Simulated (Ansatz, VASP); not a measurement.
Sb in VASP and in Ansatz

File INCAR:

```
  ALGO = Normal
  EDIFF = 1E-6
  ENCUT = 500
  GGA = PE
  GGA_COMPAT = False
  ISIF = 2
  ISMEAR = -1
  LASPH = True
  LCHARG = True
  LELF = True
  LREAL = False
  LVHAR = True
  LWAVE = False
  NBANDS = 8
  NELM = 120
  PREC = Accurate
  SIGMA = 0.1
```

Contents of KPOINTS:

```
k-points
0
Gamma
  16 16 16
```

POSCAR

```
Sb
1.0
   -1.8308359304      1.8308359304      1.8308359304
    1.8308359304     -1.8308359304      1.8308359304
    1.8308359304      1.8308359304     -1.8308359304
Sb
1
Direct
    0.0000000000      0.0000000000      0.0000000000
```

Input for Ansatz:

```yaml
crystal:
  lattice:
    - [-1.8308359304, 1.8308359304, 1.8308359304]
    - [1.8308359304, -1.8308359304, 1.8308359304]
    - [1.8308359304, 1.8308359304, -1.8308359304]
  atoms:
    - { symbol: Sb, position: [0.0, 0.0, 0.0] }
kpoints:
  mp_grid: { grid: [16, 16, 16] }
scf:
  occupations: { method: fermi_dirac, width: 0.1 }
hamiltonian:
  xc: pbe
  pseudopotentials: { kind: all_electron, lapw: { basis_error: 0.001 } }
output:
  forces: true
  stress: true
  eigenvalues: true
  populations: true
```

Change from the starting cell: volume scaled by 0.9, LAPW.

Alike in both runs: task single point; functional PBE; k mesh 16 × 16 × 16; occupations fermi-dirac, width 0.1 eV; no spin polarisation.

```csv
,VASP,Ansatz
version,VASP 6.6.1,Ansatz 0.2.0
potentials or method,"VASP PAW PBE potentials, release 64 (Sb), cutoff 500 eV","all-electron LAPW, scalar-relativistic"
```

Ansatz gave:

| Property | Result |
| --- | --- |
| pressure (GPa) | 7.9 |

**Question.** Estimate VASP's values.

**Answer.** Pressure (GPa): 7.8.

Ansatz ran all-electron here, and VASP with PAW potentials.

Spin-orbit coupling is off throughout.
